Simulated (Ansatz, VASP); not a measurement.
**AlN: VASP beside Ansatz**

```
Al N
1.0
    -3.11356    0.00000    0.00000
     0.00000    5.39284    0.00000
     1.55678   -2.69642   -4.98335
Al N
4 4
Cartesian
  -1.5568 -0.9053 -4.9758
  0.0000 1.7911 -4.9758
  0.0000 3.6017 -2.4842
  -1.5568 0.9053 -2.4842
  -1.5568 -0.9128 -3.0723
  0.0000 1.7836 -3.0723
  0.0000 3.6092 -0.5806
  -1.5568 0.9128 -0.5806
```

Change from the starting cell: mode 4 frozen in at +0.000 Å and mode 15 at -0.014 Å (largest displacements).

Alike in both runs: task single point; functional PBEsol; k mesh 8 × 8 × 8; occupations gaussian, width 0.05 eV; no spin polarisation.

```csv
,VASP,Ansatz
version,VASP 6.6.1,Ansatz 0.2.0
potentials or method,"VASP PAW PBE potentials, release 64 (Al, N), cutoff 520 eV","scalar-relativistic, plane waves, PAW"
valence electrons in the cell,32,32
```

Ansatz gave:

* gap on the k mesh at the Fermi level (eV): 4.10
* least direct gap on the mesh (eV): 4.10
* pressure (GPa): 0.1
* traceless stress, the component that is largest in VASP (GPa): 1.56
* rms of the force components (eV/Å): 0.162

Problem. What did VASP give for the same quantities?

Solution. gap on the k mesh at the Fermi level (eV): 4.11; least direct gap on the mesh (eV): 4.11; pressure (GPa): 0.1; traceless stress, the component that is largest in VASP (GPa): 1.58; rms of the force components (eV/Å): 0.163.

VASP's potentials were made for PBE, not for PBEsol, and Ansatz warns of the same on its side. Atom by atom the forces differ by 0.001 eV/Å (rms over components).
